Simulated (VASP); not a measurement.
Input of a VASP 6.6.1 run:

File INCAR:

```
SYSTEM = BN
PREC = Accurate ; ENCUT = 520
EDIFF = 1E-6 ; ISMEAR = 0
SIGMA = 0.02 ; LREAL = .FALSE.
LASPH = .TRUE. ; NELM = 80
ALGO = Normal ; ISIF = 2
LWAVE = .FALSE. ; LCHARG = .FALSE.
GGA = PE ; NBANDS = 16
```

File KPOINTS:

```
regular mesh
0
G
  12 12 4
  0 0 0
```

The input POSCAR:

```
BN
1.0
    2.3614502595      0.0003756269      0.0000000000
   -1.1803738723      2.2067456781      0.0000000000
    0.0000000000      0.0000000000      8.4827069902
B N
2 2
Direct
    0.3248402652      0.6494087817      0.2500000000
    0.6751597348      0.3505912183      0.7500000000
    0.3475921547      0.6955577261      0.7500000000
    0.6524078453      0.3044422739      0.2500000000
```

Potentials or basis: VASP PAW PBE potentials, release 64 (B, N).

Command:

```bash
$ cat potpaw_PBE.64/B/POTCAR potpaw_PBE.64/N/POTCAR > POTCAR
$ mpirun -np 1 vasp_std > vasp.out
```

Q: Predict the largest force.

A: 0.005 eV/Å.

Q: Predict the pressure.

A: 14.8 GPa.

Q: Predict the band gap on the k mesh.

A: 4.27 eV (least direct gap 4.84 eV).

Forces in eV/Å, atoms in the order of the input:
```
B   -0.001  0.005  0.000
B    0.001 -0.005  0.000
N   -0.001  0.004  0.000
N    0.001 -0.004  0.000
```

Caveat: the stress differs along the axes, from -0 to 45 GPa; this functional lacks dispersion, which binds layers or chains, so the pressure and a relaxed spacing across them are unreliable. A k mesh can miss the band edges.
